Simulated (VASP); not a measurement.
# Al (Fm-3m) in VASP: settings compared

The runs below take Al through single point, with BLYP+D3(BJ), SVWN5.

Program: VASP 6.6.1. These are calculated values, not measurements. Logs are shortened: lines on timing, memory, paths and dates and some standing lists are left out, and cuts for length are marked.

## (1) The cell of the first run

It takes space group Fm-3m (No. 225, cubic). The conventional cell has a = 4.103 Å, b = 4.103 Å, c = 4.103 Å, α = 90.00°, β = 90.00°, γ = 90.00°. Al (site symmetry m-3m) has 12 Al at 2.90 Å within 3.8 Å.

## (2) Single point, BLYP+D3(BJ)

INCAR

```
SYSTEM = Al
AGGAC = 1.0 ; AGGAX = 1.0
ALDAC = 0.0 ; ALDAX = 1.0
ALGO = Fast ; EDIFF = 1E-6
ENCUT = 520 ; GGA = B5
ISIF = 2 ; ISMEAR = -1
IVDW = 12 ; LASPH = .True.
LCHARG = .False. ; LREAL = .False.
LWAVE = .False. ; NBANDS = 8
NELM = 100 ; PREC = Accurate
SIGMA = 0.05 ; VDW_A1 = 0.4298
VDW_A2 = 4.2359 ; VDW_S6 = 1.0
VDW_S8 = 2.6996
```

KPOINTS

```
k-points
0
Gamma
  11 11 11
  0 0 0
```

POSCAR

```
Al
1.0
    0.0000000000      2.0514502267      2.0514502267
    2.0514502267      0.0000000000      2.0514502267
    2.0514502267      2.0514502267      0.0000000000
Al
1
Direct
    0.0000000000      0.0000000000      0.0000000000
```

Potentials or basis: VASP PAW PBE potentials, release 64 (Al).

Started as:

```console
> cat potpaw_PBE.64/Al/POTCAR > POTCAR
> mpirun -np 1 vasp_std > vasp.out
```

OUTCAR:

```text
SYSTEM = Al
   EDIFF = 1E-6
   ENCUT = 520
   GGA = B5
   ISIF = 2
   ISMEAR = -1
   IVDW = 12
   LASPH = .True.
   LREAL = .False.
   NELM = 100
   PREC = Accurate
 IVDW          = 12

 ion  position               nearest neighbor table
   1  0.000  0.000  0.000-

  LATTYP: Found a face centered cubic cell.
 ALAT       =     4.1029004534

  Lattice vectors:

 A1 = (   0.0000000000,   2.0514502267,   2.0514502267)
 A2 = (   2.0514502267,   0.0000000000,   2.0514502267)
 A3 = (   2.0514502267,   2.0514502267,   0.0000000000)

Analysis of symmetry for initial positions (statically):
=====================================================================
 Subroutine PRICEL returns:
 Original cell was already a primitive cell.

 Routine SETGRP: Setting up the symmetry group for a
 face centered cubic supercell.

 Subroutine GETGRP returns: Found 48 space group operations
 (whereof 48 operations were pure point group operations)
 out of a pool of 48 trial point group operations.

The static configuration has the point symmetry O_h .

Analysis of symmetry for dynamics (positions and initial velocities):
=====================================================================
 Subroutine PRICEL returns:
 Original cell was already a primitive cell.

 Routine SETGRP: Setting up the symmetry group for a
 face centered cubic supercell.

 Subroutine GETGRP returns: Found 48 space group operations
 (whereof 48 operations were pure point group operations)
 out of a pool of 48 trial point group operations.

The dynamic configuration has the point symmetry O_h .

 Subroutine INISYM returns: Found 48 space group operations
 (whereof 48 operations are pure point group operations),
 and found     1 'primitive' translations

----------------------------------------------------------------------------------------

                                     Primitive cell

  volume of cell :      17.2668

  direct lattice vectors                    reciprocal lattice vectors
     0.000000000  2.051450227  2.051450227    -0.243730018  0.243730018  0.243730018
     2.051450227  0.000000000  2.051450227     0.243730018 -0.243730018  0.243730018
     2.051450227  2.051450227  0.000000000     0.243730018  0.243730018 -0.243730018

  length of vectors
     2.901188733  2.901188733  2.901188733     0.422152774  0.422152774  0.422152774

  position of ions in fractional coordinates (direct lattice)
     0.000000000  0.000000000  0.000000000

[... 78 lines left out ...]
   NSW    =      0    number of steps for IOM
   IBRION =     -1    ionic relax: 0-MD 1-quasi-New 2-CG
   NFREE  =      0    steps in history (QN), initial steepest desc. (CG)
   ISIF   =      2    stress and relaxation
   ISYM   =      2    0-nonsym 1-usesym 2-fastsym
   POTIM  = 0.5000    time-step for ionic-motion
   TEBEG  =    0.0;   TEEND  =   0.0 temperature during run
   PSTRESS=    0.0 pullay stress
   NELECT =       3.0000    total number of electrons
   NUPDOWN=      -1.0000    fix difference up-down
   EMIN   =  10.00;   EMAX   =-10.00  energy-range for DOS
   EFERMI =   0.00;   METHOD = LEGACY
   ISMEAR =    -1;   SIGMA  =   0.05  broadening in eV -4-tet -1-fermi 0-gaus
   EFERMI_NEDOS =   21; number of points for ismear=-14 and -15
   IALGO  =     68    algorithm
   IMIX   =      4    mixing-type and parameters
     AMIX     =   0.40;   BMIX     =  1.00
     AMIX_MAG =   1.60;   BMIX_MAG =  1.00
  volume/ion in A,a.u.               =      17.27       116.52
  Fermi-wavevector in a.u.,A,eV,Ry     =   0.913505  1.726274 11.353945  0.834491
  Thomas-Fermi vector in A             =   2.038024
   LORBIT       =      0    0 simple, 1 ext, 2 COOP (PROOUT), +10 PAW based schemes
   GGA     = B5    functional components
   LHFCALC =     F    Hartree Fock is set to
   AEXX    =    0.0000 exact exchange contribution
   IVDW    =    12    specifies the selected vdW correction
   LEPSILON=     F    determine dielectric tensor
   LRPA    =     F    only Hartree local field effects (RPA)
 non-spin polarized calculation
 RMM-DIIS sequential band-by-band and
  energy-cutoff  :      520.00
  volume of cell :       17.27
 maximum number of plane-waves:       483
 NGX is ok and might be reduce to    24
   NGX = 11   NGY = 11   NGZ = 11

 number of electron       3.0000000 magnetization

 Free energy of the ion-electron system (eV)
  ---------------------------------------------------
  ext. energy  EPLUGINS =         0.00000000
  ---------------------------------------------------
  free energy    TOTEN  =        -2.71417482 eV

  energy without entropy =       -2.71015031  energy(sigma->0) =       -2.71216257

 E-fermi :   8.0309     XC(G=0):  -9.5008

 val. band max:        7.7897124582   @ k =  -0.4545   0.4545   0.0909
 cond. band min:       8.0346404320   @ k =   0.4545   0.1818   0.0909
 fundamental gap:      0.2449279739
 Fermi energy:         8.0309350644

 k-point     1 :       0.0000    0.0000    0.0000
  band No.  band energies     occupation
      1      -2.7969      2.00000
      2      20.3383      0.00000
      3      20.3383      0.00000
      4      20.3383      0.00000
      5      21.3183      0.00000
      6      21.3183      0.00000
      7      21.3183      0.00000
      8      24.2825      0.00000
[... 243 lines left out ...]
 k-point    24 :      -0.1818    0.1818    0.0000
  band No.  band energies     occupation
      1      -0.4930      2.00000
      2      11.7539      0.00000
      3      13.0364      0.00000
      4      19.3584      0.00000
      5      21.4725      0.00000
      6      22.5770      0.00000
      7      23.4605      0.00000
      8      24.3754      0.00000

 [... further k-points ...]

------------------------ aborting loop because EDIFF is reached ----------------------------------------

 Edisp (eV)   -0.73936

 E8    (eV) :    -0.5496

  FORCE on cell =-STRESS in cart. coord.  units (eV):
  Direction    XX          YY          ZZ          XY          YZ          ZX
  --------------------------------------------------------------------------------------
  -------------------------------------------------------------------------------------
  Total      -0.71031    -0.71031    -0.71031     0.00000     0.00000    -0.00000
  in kB     -65.90899   -65.90899   -65.90899     0.00000     0.00000    -0.00000
  external pressure =      -65.91 kB  Pullay stress =        0.00 kB

 VOLUME and BASIS-vectors are now :
 -----------------------------------------------------------------------------
  energy-cutoff  :      520.00
  volume of cell :       17.27
      direct lattice vectors                 reciprocal lattice vectors
     0.000000000  2.051450227  2.051450227    -0.243730018  0.243730018  0.243730018
     2.051450227  0.000000000  2.051450227     0.243730018 -0.243730018  0.243730018
     2.051450227  2.051450227  0.000000000     0.243730018  0.243730018 -0.243730018

 POSITION                                       TOTAL-FORCE (eV/Angst)
 -----------------------------------------------------------------------------------
      0.00000      0.00000      0.00000         0.000000      0.000000     -0.000000
 -----------------------------------------------------------------------------------
    total drift:                                0.000000     -0.000000     -0.000000

  FREE ENERGIE OF THE ION-ELECTRON SYSTEM (eV)
  ---------------------------------------------------
  free  energy   TOTEN  =        -3.4535374439 eV

  energy  without entropy=       -3.4495129292  energy(sigma->0) =       -3.45152519
```

OSZICAR:

```text
N       E                     dE             d eps       ncg     rms          rms(c)
DAV:   1    -0.147003043033E+01   -0.14700E+01   -0.89457E+02   896   0.207E+02
DAV:   2    -0.270615539428E+01   -0.12361E+01   -0.12273E+01  1344   0.177E+01
DAV:   3    -0.271389281367E+01   -0.77374E-02   -0.77338E-02  1168   0.145E+00
DAV:   4    -0.271390801479E+01   -0.15201E-04   -0.15202E-04  1432   0.624E-02
DAV:   5    -0.271390805521E+01   -0.40420E-07   -0.40484E-07  1160   0.146E-03    0.791E-01
RMM:   6    -0.271345384557E+01    0.45421E-03   -0.14661E-03   897   0.240E-01    0.503E-01
RMM:   7    -0.271408595004E+01   -0.63210E-03   -0.51333E-03  1059   0.463E-01    0.569E-02
RMM:   8    -0.271416722320E+01   -0.81273E-04   -0.21448E-04  1012   0.859E-02    0.191E-02
RMM:   9    -0.271417431488E+01   -0.70917E-05   -0.46117E-05  1024   0.387E-02    0.183E-02
RMM:  10    -0.271417482439E+01   -0.50950E-06   -0.35466E-06  1062   0.114E-02
   1 F= -.34535374E+01 E0= -.34515252E+01  d E =-.402451E-02
```

Run time: 5 s. Hardware: 1 thread of Intel Xeon 6975P-C (Granite Rapids), shared host; peak memory 0.13 GiB.

Results:

```yaml
Free_energy: -3.4535 eV
Pressure: -6.6 GPa
Dispersion_energy_per_atom: -0.739 eV
```

Levels at points of the mesh, in eV from the Fermi level:
```csv
k point,band 1,band 2,band 3,band 4
"(0.00, 0.00, 0.00)",-10.83,12.31,12.31,12.31
```

Caveat: the PAW data sets were made with another functional, which shifts forces and pressure a little; pairwise dispersion overbinds metals, which lowers pressure and volume.

## (3) Single point, BLYP+D3(BJ)

This run uses another cell than the first one, of 17.60 Å³/atom, 1.019 times its volume.

INCAR

```
SYSTEM = Al
PREC = Accurate ; ENCUT = 520
EDIFF = 1E-7 ; ISMEAR = -1
SIGMA = 0.05 ; LREAL = .False.
LASPH = .True. ; NELM = 100
ALGO = Normal ; ISIF = 2
LWAVE = .False. ; LCHARG = .True.
GGA = B5 ; ALDAX = 1.0
AGGAX = 1.0 ; AGGAC = 1.0
ALDAC = 0.0 ; IVDW = 12
VDW_S6 = 1.0 ; VDW_S8 = 2.6996
VDW_A1 = 0.4298 ; VDW_A2 = 4.2359
LELF = .True. ; LVHAR = .True.
NBANDS = 8
```

KPOINTS

```
Automatic mesh
0
Gamma
  11 11 11
  0 0 0
```

POSCAR

```
Al
1.0
    0.0000000000      2.0645171409      2.0645171409
    2.0645171409      0.0000000000      2.0645171409
    2.0645171409      2.0645171409      0.0000000000
Al
1
Direct
    0.0000000000      0.0000000000      0.0000000000
```

Potentials or basis: VASP PAW PBE potentials, release 64 (Al).

Started as:

```console
> cat potpaw_PBE.64/Al/POTCAR > POTCAR
> mpirun -np 1 vasp_std > vasp.out
```

It took 5.6 s on 1 thread of Intel Xeon 6975P-C (Granite Rapids), shared host; peak memory 0.13 GiB.

Results (log left out):

* Free energy: -3.4390 eV
* Pressure: -7.4 GPa
* Dispersion energy per atom: -0.725 eV

Levels at points of the mesh, in eV from the Fermi level:
```
           k point  band 1  band 2  band 3  band 4  band 5  band 6
(0.00, 0.00, 0.00)  -10.70   12.21   12.21   12.21   13.05   13.05
```

Caveat: the PAW data sets were made with another functional, which shifts forces and pressure a little; pairwise dispersion overbinds metals, which lowers pressure and volume.

## (4) Single point, SVWN5

This run uses another cell than the first one, of 16.93 Å³/atom, 0.981 times its volume.

INCAR

```
SYSTEM = Al
PREC     = Accurate       ! precision mode
ENCUT    = 520            ! plane-wave cutoff, eV
EDIFF    = 1E-7           ! SCF threshold, eV
ISMEAR   = -1             ! smearing method
SIGMA    = 0.05           ! smearing width, eV
LREAL    = .FALSE.        ! projectors in reciprocal space
LASPH    = .TRUE.         ! aspherical terms in the spheres
NELM     = 60             ! most SCF steps
ALGO     = Normal         ! electronic algorithm
ISIF     = 2              ! what is computed and relaxed
LWAVE    = .FALSE.        ! write WAVECAR
LCHARG   = .FALSE.        ! write CHGCAR
GGA      = VW             ! functional
NBANDS   = 8              ! bands
```

KPOINTS

```
Automatic mesh
0
G
  11 11 11
  0 0 0
```

POSCAR

```
Al
1.0
    0.0000000000      2.0382146954      2.0382146954
    2.0382146954      0.0000000000      2.0382146954
    2.0382146954      2.0382146954      0.0000000000
Al
1
Direct
    0.0000000000      0.0000000000      0.0000000000
```

Potentials or basis: VASP PAW PBE potentials, release 64 (Al).

Started as:

```console
> cat potpaw_PBE.64/Al/POTCAR > POTCAR
> mpirun -np 1 vasp_std > vasp.out
```

OUTCAR:

```text
SYSTEM = Al
   PREC = Accurate
   ENCUT = 520
   EDIFF = 1E-7
   ISMEAR = -1
   LREAL = .FALSE.
   LASPH = .TRUE.
   NELM = 60
   ISIF = 2
   GGA = VW

 ion  position               nearest neighbor table
   1  0.000  0.000  0.000-

  LATTYP: Found a face centered cubic cell.
 ALAT       =     4.0764293908

  Lattice vectors:

 A1 = (   0.0000000000,   2.0382146954,   2.0382146954)
 A2 = (   2.0382146954,   0.0000000000,   2.0382146954)
[... 443 lines left out ...]
      8      24.1620      0.00000

 [... further k-points ...]

------------------------ aborting loop because EDIFF is reached ----------------------------------------

  FORCE on cell =-STRESS in cart. coord.  units (eV):
  Direction    XX          YY          ZZ          XY          YZ          ZX
  --------------------------------------------------------------------------------------
  -------------------------------------------------------------------------------------
  Total       -0.4918411     -0.4918411     -0.4918411     -0.0000000      0.0000000     -0.0000000
  in kB      -46.5324198    -46.5324198    -46.5324198     -0.0000000      0.0000000     -0.0000000
  external PRESSURE =     -46.5324198 kB  Pullay stress =       0.0000000 kB

 VOLUME and BASIS-vectors are now :
 -----------------------------------------------------------------------------
  energy-cutoff  :      520.00
  volume of cell :       16.93
      direct lattice vectors                 reciprocal lattice vectors
     0.000000000  2.038214695  2.038214695    -0.245312724  0.245312724  0.245312724
     2.038214695  0.000000000  2.038214695     0.245312724 -0.245312724  0.245312724
     2.038214695  2.038214695  0.000000000     0.245312724  0.245312724 -0.245312724

 POSITION                                       TOTAL-FORCE (eV/Angst)
 -----------------------------------------------------------------------------------
      0.00000      0.00000      0.00000         0.000000      0.000000     -0.000000
 -----------------------------------------------------------------------------------
    total drift:                               -0.000000      0.000000      0.000000

  FREE ENERGIE OF THE ION-ELECTRON SYSTEM (eV)
  ---------------------------------------------------
  free  energy   TOTEN  =        -4.1639856764 eV

  energy  without entropy=       -4.1599159174  energy(sigma->0) =       -4.16195080
```

OSZICAR:

```text
N       E                     dE             d eps       ncg     rms          rms(c)
DAV:   1    -0.271793619480E+01   -0.27179E+01   -0.87941E+02   896   0.206E+02
DAV:   2    -0.418039208836E+01   -0.14625E+01   -0.14487E+01  1312   0.187E+01
DAV:   3    -0.418694508386E+01   -0.65530E-02   -0.65473E-02  1168   0.140E+00
DAV:   4    -0.418696288185E+01   -0.17798E-04   -0.17798E-04  1368   0.627E-02
DAV:   5    -0.418696292274E+01   -0.40893E-07   -0.41751E-07  1200   0.155E-03    0.891E-01
DAV:   6    -0.417300424349E+01    0.13959E-01   -0.21510E-03  1200   0.182E-01    0.541E-01
DAV:   7    -0.416399063452E+01    0.90136E-02   -0.56462E-03  1168   0.289E-01    0.853E-02
DAV:   8    -0.416398584608E+01    0.47884E-05   -0.18578E-05  1312   0.314E-02    0.147E-02
DAV:   9    -0.416398569449E+01    0.15160E-06   -0.19389E-07  1312   0.222E-03    0.871E-04
DAV:  10    -0.416398567643E+01    0.18056E-07   -0.30516E-09  1112   0.345E-04
   1 F= -.41639857E+01 E0= -.41619508E+01  d E =-.406976E-02
```

stdout:

```text
POSCAR found type information on POSCAR Al
 POSCAR found :  1 types and       1 ions
 scaLAPACK will be used
 -----------------------------------------------------------------------------
|                                                                             |
|                                                                             |
|     You enforced a specific xc type in the INCAR file but a different       |
|     I HOPE YOU KNOW WHAT YOU ARE DOING!                                     |
|                                                                             |
 -----------------------------------------------------------------------------

 LDA part: xc-table for (Slater(with rela. corr.)+VWN5), standard interpolation
 POSCAR, INCAR and KPOINTS ok, starting setup
 FFT: planning ... GRIDC
 FFT: planning ... GRID_SOFT
 FFT: planning ... GRID
 WAVECAR not read
 entering main loop
```

Wall time 3 s (1 thread of Intel Xeon 6975P-C (Granite Rapids), shared host); peak memory 0.11 GiB.

What came out:

- Free energy: -4.1640 eV
- Pressure: -4.7 GPa

Caveat: the PAW data sets were made with another functional, which shifts forces and pressure a little.

## (5) The runs side by side

```tsv
level	cell	gap on the mesh (eV)	pressure (GPa)
BLYP+D3(BJ)	a = 2.901 Å, angles 60.0°, 1 atom	none	-6.6
BLYP+D3(BJ)	a = 2.920 Å, angles 60.0°, 1 atom	none	-7.4
SVWN5	a = 2.882 Å, angles 60.0°, 1 atom	none	-4.7
```

Alike in all rows: task single point; potentials or basis VASP PAW PBE potentials, release 64 (Al); no spin polarisation; k mesh 11 × 11 × 11; cutoff (eV) 520; smearing fermi-dirac 0.05 eV.

Caveats: the PAW data sets were made with another functional, which shifts forces and pressure a little; pairwise dispersion overbinds metals, which lowers pressure and volume (some runs).

Absolute energies hang on the potentials; compare differences alone.
